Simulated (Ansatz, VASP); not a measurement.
## CuO in VASP and in Ansatz

```
CELL_PARAMETERS angstrom
2.86017 0.00000 0.00000
0.03881 2.85995 0.00000
0.01738 0.01713 5.14160
ATOMIC_POSITIONS crystal
Cu 0.00000 0.50000 0.00000
Cu 0.50000 0.00000 0.50000
O 0.99842 0.00167 0.74989
O 0.00158 0.99833 0.25011
```

Alike in both runs: task single point; functional PBEsol; k mesh 9 × 9 × 5; occupations fermi-dirac, width 0.05 eV; no spin polarisation.

```csv
,VASP,Ansatz
version,VASP 6.6.1,Ansatz 0.2.0
potentials or method,"VASP PAW PBE potentials, release 64 (Cu_sv_GW, O)",Ansatz PAW
plane-wave cutoff (eV),700,420
valence electrons in the cell,50,50
```

Ansatz gave:

* gap on the k mesh at the Fermi level (eV): none
* pressure (GPa): 1.5
* traceless stress, the component that is largest in VASP (GPa): -1.71
* rms of the force components (eV/Å): 0.005

Question: Which values does VASP return?

Answer: gap on the k mesh at the Fermi level (eV): none; pressure (GPa): -1.2; traceless stress, the component that is largest in VASP (GPa): -1.66; rms of the force components (eV/Å): 0.005.

VASP's potentials were made for PBE, not for PBEsol. Atom by atom the forces differ by 0.000 eV/Å (rms over components). A gap of «none» marks a metal or a gap that the smearing closes. With one functional, cell and mesh, what is left measures potentials, basis and numerics.
